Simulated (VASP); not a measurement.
A run of VASP 6.6.1 is set up as follows.

INCAR

```
SYSTEM = SiC
ALGO     = Normal         ! electronic algorithm
EDIFF    = 1E-6           ! SCF threshold, eV
ENCUT    = 520            ! plane-wave cutoff, eV
GGA      = PE             ! functional
ISIF     = 2              ! what is computed and relaxed
ISMEAR   = -1             ! smearing method
LASPH    = .True.         ! aspherical terms in the spheres
LCHARG   = .False.        ! write CHGCAR
LREAL    = .False.        ! projectors in reciprocal space
LWAVE    = .False.        ! write WAVECAR
NBANDS   = 16             ! bands
NELM     = 80             ! most SCF steps
PREC     = Accurate       ! precision mode
SIGMA    = 0.02           ! smearing width, eV
```

Contents of KPOINTS:

```
k-points
0
Gamma
  12 12 6
  0 0 0
```

Contents of POSCAR:

```
SiC
1.0
    3.0981181920      0.0000000000      0.0000000000
   -1.5490590960      2.6830490582      0.0000000000
    0.0000000000      0.0000000000      4.9327210893
Si C
2 2
Direct
    0.3333333333      0.6666666667      0.2500000000
    0.6666666667      0.3333333333      0.7500000000
    0.6666666667      0.3333333333      0.2500000000
    0.3333333333      0.6666666667      0.7500000000
```

Potentials or basis: VASP PAW PBE potentials, release 64 (Si, C).

The run is started by

```sh
$ cat potpaw_PBE.64/Si/POTCAR potpaw_PBE.64/C/POTCAR > POTCAR
$ mpirun -np 1 vasp_std > vasp.out
```

(1) Estimate the band gap on the k mesh.

(2) What does it give for the pressure?

## Answers

(1) 0.11 eV, indirect (least direct gap 2.08 eV).

(2) 11.5 GPa.

Caveat: the cell differs from its parent crystal (biaxial xy strain -1.2%).
